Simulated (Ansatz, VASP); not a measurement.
## One calculation of Ti, two programs

File INCAR:

```
SYSTEM = Ti
ALGO     = Fast           ! electronic algorithm
EDIFF    = 1E-6           ! SCF threshold, eV
ENCUT    = 520            ! plane-wave cutoff, eV
GGA      = PE             ! functional
ISIF     = 2              ! what is computed and relaxed
ISMEAR   = 0              ! smearing method
LASPH    = .True.         ! aspherical terms in the spheres
LCHARG   = .True.         ! write CHGCAR
LELF     = .True.         ! ELF
LREAL    = .False.        ! projectors in reciprocal space
LVHAR    = .True.       
LWAVE    = .False.        ! write WAVECAR
NBANDS   = 12             ! bands
NELM     = 60             ! most SCF steps
PREC     = Accurate       ! precision mode
SIGMA    = 0.15           ! smearing width, eV
```

KPOINTS

```
k-points
0
Gamma
  22 22 22
  0 0 0
```

The input POSCAR:

```
Ti
1.0
   -1.6070770716      1.6070770716      1.4913675225
    1.6070770716     -1.6070770716      1.4913675225
    1.6070770716      1.6070770716     -1.4913675225
Ti
1
Direct
    0.0000000000      0.0000000000      0.0000000000
```

Input for Ansatz:

```yaml
crystal:
  lattice:
    - [-1.6070770716, 1.6070770716, 1.4913675225]
    - [1.6070770716, -1.6070770716, 1.4913675225]
    - [1.6070770716, 1.6070770716, -1.4913675225]
  atoms:
    - { symbol: Ti, position: [0.0, 0.0, 0.0] }
basis:
  ecutwfc: 520.0
kpoints:
  mp_grid: { grid: [22, 22, 22] }
hamiltonian:
  xc: pbe
  pseudopotentials: { kind: paw, azcp: { folder: soft_1 } }
scf:
  occupations: { method: gaussian, width: 0.15 }
output:
  forces: true
  stress: true
  eigenvalues: true
```

Alike in both runs: task single point; functional PBE; k mesh 22 × 22 × 22; occupations gaussian, width 0.15 eV; no spin polarisation.

|  | VASP | Ansatz |
| --- | --- | --- |
| version | VASP 6.6.1 | Ansatz 0.2.0 |
| potentials or method | VASP PAW PBE potentials, release 64 (Ti_sv), cutoff 520 eV | scalar-relativistic, plane waves, PAW |
| valence electrons in the cell | 12 | 12 |

Ansatz gave:

```
gap on the k mesh at the Fermi level (eV)                     : none
pressure (GPa)                                                : 14.7
traceless stress, the component that is largest in VASP (GPa) : -1.51
```

**Question.** What did VASP give for the same quantities?

**Answer.** gap on the k mesh at the Fermi level (eV): none; pressure (GPa): 14.1; traceless stress, the component that is largest in VASP (GPa): -1.54.

A gap of «none» marks a metal or a gap that the smearing closes. With one functional, cell and mesh, what is left measures potentials, basis and numerics.
